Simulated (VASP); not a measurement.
Si62P (a cell with a defect): single point with LDA

System: Si62P (a cell with a defect).

```
CELL_PARAMETERS angstrom
10.86000 0.00000 0.00000
0.00000 10.86000 0.00000
0.00000 0.00000 10.86000
ATOMIC_POSITIONS crystal
Si 0.50054 0.99803 0.00105
Si 0.61609 0.13127 0.12043
Si 0.74980 0.24889 0.00240
Si 0.87582 0.37468 0.12605
Si 0.88638 0.10313 0.35904
Si 0.98900 0.99895 0.01248
Si 0.12473 0.12370 0.12494
Si 0.25005 0.24899 0.99652
Si 0.36766 0.38085 0.12320
Si 0.49980 0.50048 0.99831
Si 0.62780 0.62546 0.12428
Si 0.74658 0.74366 0.99142
Si 0.25011 0.99957 0.25084
Si 0.37616 0.12453 0.37451
Si 0.49499 0.25396 0.24766
Si 0.62765 0.37071 0.37301
Si 0.75119 0.49960 0.25045
Si 0.87447 0.62474 0.37812
Si 0.50669 0.99755 0.49206
Si 0.62724 0.12298 0.61999
Si 0.75405 0.23390 0.48444
Si 0.87314 0.36568 0.61688
Si 0.75018 0.99996 0.74862
Si 0.87269 0.12228 0.87871
Si 0.99830 0.50335 0.00224
Si 0.10977 0.64027 0.12857
Si 0.24546 0.75123 0.00192
Si 0.37387 0.87433 0.12502
Si 0.00342 0.24946 0.24921
Si 0.12650 0.37604 0.37622
Si 0.24211 0.50874 0.24795
Si 0.37865 0.62378 0.37332
Si 0.50403 0.75190 0.24727
Si 0.63768 0.87512 0.36387
Si 0.00659 0.99907 0.50453
Si 0.12586 0.12903 0.62934
Si 0.25193 0.24957 0.50055
Si 0.37603 0.37491 0.62529
Si 0.50269 0.49663 0.49827
Si 0.62173 0.62521 0.62460
Si 0.75026 0.75052 0.49949
Si 0.87608 0.87475 0.62491
Si 0.24840 0.99917 0.75140
Si 0.37653 0.12426 0.87349
Si 0.50250 0.24790 0.74686
Si 0.62366 0.37365 0.87444
Si 0.74836 0.49362 0.74244
Si 0.87306 0.62041 0.86981
Si 0.98437 0.77089 0.26086
Si 0.12983 0.87498 0.38121
Si 0.00151 0.49812 0.50113
Si 0.12585 0.62464 0.62656
Si 0.25473 0.74522 0.50059
Si 0.37666 0.87518 0.62321
Si 0.99859 0.25051 0.75319
Si 0.12367 0.37742 0.87741
Si 0.25050 0.49932 0.75071
Si 0.37229 0.62623 0.87717
Si 0.49874 0.74994 0.75108
Si 0.62650 0.87591 0.87526
Si 0.99981 0.74971 0.75075
Si 0.11739 0.87659 0.88142
P 0.83673 0.93708 0.21191
```

```
Program             : VASP 6.6.1
Task                : single point
Functional          : LDA
Potentials or basis : VASP PAW LDA potentials, release 64 (Si, P)
Cutoff              : 520 eV
k mesh              : 1 × 1 × 1
Occupations         : fermi-dirac, width 0.05 eV
Spin                : no spin polarisation
```

| Property | Result |
| --- | --- |
| Largest force | 0.018 eV/Å |

Forces on the atoms (eV/Å):
```
Si   0.001  0.002 -0.001
Si   0.004 -0.005  0.006
Si   0.002  0.002 -0.004
Si  -0.001 -0.002  0.001
Si  -0.014  0.001  0.003
Si   0.001 -0.006 -0.001
Si   0.001 -0.004  0.001
Si   0.000 -0.004 -0.002
Si  -0.004 -0.002  0.003
Si   0.003  0.003  0.004
Si   0.000  0.003 -0.001
Si  -0.005 -0.004  0.001
Si   0.001  0.000  0.002
Si   0.000 -0.003 -0.002
Si  -0.001  0.003  0.002
Si  -0.003  0.000 -0.003
Si   0.002  0.003  0.003
Si   0.002 -0.003 -0.004
Si  -0.001  0.003  0.002
Si  -0.001  0.000  0.003
Si   0.007 -0.003 -0.003
Si  -0.002 -0.002 -0.002
Si   0.002  0.002  0.002
Si   0.000  0.001 -0.003
Si   0.003  0.005  0.003
Si  -0.003 -0.001  0.002
Si  -0.003  0.001  0.000
Si  -0.003 -0.004 -0.002
Si   0.003 -0.001 -0.004
Si   0.000  0.002  0.001
Si   0.002 -0.002 -0.004
Si  -0.004 -0.002 -0.001
Si   0.001  0.001  0.000
Si   0.011  0.002 -0.005
Si  -0.002 -0.001 -0.003
Si  -0.004 -0.001 -0.002
Si  -0.001 -0.001  0.000
Si  -0.001  0.000 -0.002
Si   0.006  0.000  0.000
Si   0.002  0.003  0.000
Si   0.002  0.001  0.000
Si   0.003 -0.002 -0.001
Si   0.002  0.001  0.000
Si  -0.001 -0.003 -0.002
Si   0.004  0.000 -0.001
Si   0.000 -0.002  0.002
Si   0.004  0.000  0.000
Si   0.002  0.002 -0.001
Si  -0.013  0.012 -0.004
Si  -0.004  0.002 -0.002
Si  -0.002  0.003  0.002
Si  -0.001  0.001  0.000
Si   0.001  0.002 -0.002
Si  -0.002 -0.002 -0.003
Si  -0.002  0.001  0.005
Si  -0.005  0.000 -0.001
Si   0.003 -0.001  0.003
Si  -0.003  0.002  0.000
Si   0.004  0.002  0.002
Si   0.000  0.001  0.003
Si   0.000 -0.001  0.005
Si  -0.005 -0.001 -0.002
P    0.013 -0.003  0.006
```

Levels at points of the mesh, in eV from the Fermi level:
```
           k point  band 122  band 123  band 124  band 125  band 126  band 127  band 128  band 129  band 130  band 131
(0.00, 0.00, 0.00)     -1.23     -0.67     -0.66     -0.63     -0.10      0.10      0.25      0.30      0.44      0.45
```

Wall time 8 min on 1 thread of Intel(R) Xeon(R) Platinum 8259CL CPU @ 2.50GHz (Skylake/Cascade Lake), on a shared host, peak memory 0.72 GiB.

Caveat: the k points lie up to 0.58 Å⁻¹ apart; the cell carries a net charge on a neutralising background, which shifts energy and pressure; the cell is charged against a uniform background, so pressure and absolute levels hang on convention.
